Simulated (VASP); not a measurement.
Here is a VASP 6.6.1 calculation.

Contents of INCAR:

```
PREC = Accurate ; ENCUT = 520
EDIFF = 1E-6 ; ISMEAR = 0
SIGMA = 0.05 ; LREAL = F
LASPH = T ; NELM = 100
ALGO = Normal ; ISIF = 2
LWAVE = F ; LCHARG = F
GGA = PE ; NBANDS = 26
```

The input KPOINTS:

```
regular mesh
0
Gamma
  8 6 4
```

The input POSCAR:

```
AlN
1.0
   -1.6567491617      2.8695737234      0.0000000000
    0.0000000000      0.0000000000      4.1874629526
    4.9702474850      2.8695737234      0.0000000000
Al N
4 4
Direct
    0.3770971457      0.7500000000      0.2017515995
    0.0000000000      0.7500000000      0.6666666667
    0.0000000000      0.2500000000      0.3333333333
    0.5000000000      0.2500000000      0.8333333333
    0.5000000000      0.2500000000      0.1666666667
    0.0000000000      0.2500000000      0.6666666667
    0.0000000000      0.7500000000      0.3333333333
    0.5000000000      0.7500000000      0.8333333333
```

Potentials or basis: VASP PAW PBE potentials, release 64 (Al, N).

Run with:

```bash
$ cat potpaw_PBE.64/Al/POTCAR potpaw_PBE.64/N/POTCAR > POTCAR
$ mpirun -np 1 vasp_std > vasp.out
```

What does it give for the band gap on the k mesh?

3.03 eV.

Predict the largest force.

20.185 eV/Å.

What does it give for the pressure?

13.6 GPa.

Forces on the atoms (eV/Å):
```
Al  -17.899   9.330   0.000
Al    0.840   0.249   0.000
Al    0.801  -0.765   0.000
Al    0.129   0.239   0.000
N     1.168  -0.305   0.000
N    -0.407  -0.270   0.000
N    14.579  -8.273   0.000
N     0.789  -0.205   0.000
```

Caveat: the cell differs from its parent crystal (atom 1 (Al) moved by +0.378 Å along [1 0 0] and -0.252 Å along [1 2 0]); the cell stands under pressure; forces of over 1 eV/Å act on the atoms, so gaps and moduli don't describe the material at rest.
